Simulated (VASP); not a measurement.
Here is a VASP 6.6.1 calculation.

Contents of INCAR:

```
PREC = Accurate
ENCUT = 520
EDIFF = 1E-7
ISMEAR = -1
SIGMA = 0.05
LREAL = False
LASPH = True
NELM = 60
ALGO = Normal
ISIF = 2
LWAVE = False
LCHARG = False
GGA = PE
NBANDS = 13
```

The input KPOINTS:

```
regular mesh
0
Gamma
  9 9 9
```

File POSCAR:

```
O
1.0
    1.7084468630      0.9670316238      3.7319995215
   -1.7084468630      0.9670316238      3.7319995215
    0.0000000000     -1.9340632475      3.7319995215
O
2
Direct
    0.0546588377      0.0546588377      0.0537961831
    0.9453411623      0.9453411623      0.9462038169
```

Potentials or basis: VASP PAW PBE potentials, release 64 (O).

Run with:

```console
$ cat potpaw_PBE.64/O/POTCAR > POTCAR
$ mpirun -np 1 vasp_std > vasp.out
```

Task: Estimate the largest force.

Result: 1.176 eV/Å.

Task: Estimate the pressure.

Result: -0.4 GPa.

Task: What does it give for the band gap on the k mesh?

Result: Zero (band 6 reaches -1.77 eV, above the bottom of band 7 at -2.26 eV).

Stress tensor (GPa, compression positive):
```
-3.27  0.00  0.00
 0.00 -3.56 -0.01
 0.00 -0.01  5.63
```

Caveat: the standard files for N, O and F lose accuracy on very short bonds; spin is off for a triplet molecule; forces of over 1 eV/Å act on the atoms, so gaps and moduli don't describe the material at rest.
